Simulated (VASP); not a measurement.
# TaN: single point with PBE

TaN:

```
Ta N
1.0
     0.00000    2.20811    2.23748
     2.20811    0.00000    2.23748
     2.20811    2.20811    0.00000
Ta N
1 1
Direct
  0.50000 0.50000 0.50000
  0.00000 0.00000 0.00000
```

This cell differs from its parent crystal: engineering shear strain xz +0.0000, normal strain along z +0.0133.

```yaml
Program: VASP 6.6.1
Task: single point
Functional: PBE
Potentials_or_basis: VASP PAW PBE potentials, release 64 (Ta_pv, N)
Cutoff: 520 eV
k_mesh: 18 × 18 × 18
Occupations: gaussian, width 0.15 eV
Spin: no spin polarisation
```

* Pressure: -3.2 GPa
* Band gap on the k mesh: zero (bands 8 and 9 overlap by 3.76 eV)

Stress tensor (GPa, compression positive):
```
-0.87  0.00  0.00
 0.00 -0.87  0.00
 0.00  0.00 -7.77
```

Levels at points of the mesh, in eV from the Fermi level:
```
           k point  band 6  band 7  band 8  band 9  band 10  band 11
(0.00, 0.00, 0.00)   -3.74   -3.74   -2.15   -1.99    -1.99    -0.08
(0.50, 0.00, 0.00)   -7.41   -7.40    1.77    1.84     1.93     3.73
(0.50, 0.50, 0.00)   -5.28   -4.54   -4.54    2.02     3.38     3.38
(0.50, 0.00, 0.50)   -5.31   -4.63   -4.59    2.02     3.30     3.48
```

It took 40 s on 1 thread of Intel(R) Xeon(R) 6975P-C (Granite Rapids), with other jobs on the host, peak memory 0.27 GiB.

Caveat: the cell differs from its parent crystal (engineering shear strain xz +0.0000, normal strain along z +0.0133); the stress differs along the axes, from -8 to -1 GPa; spin-orbit coupling is left out, which moves the levels of the heavy elements.
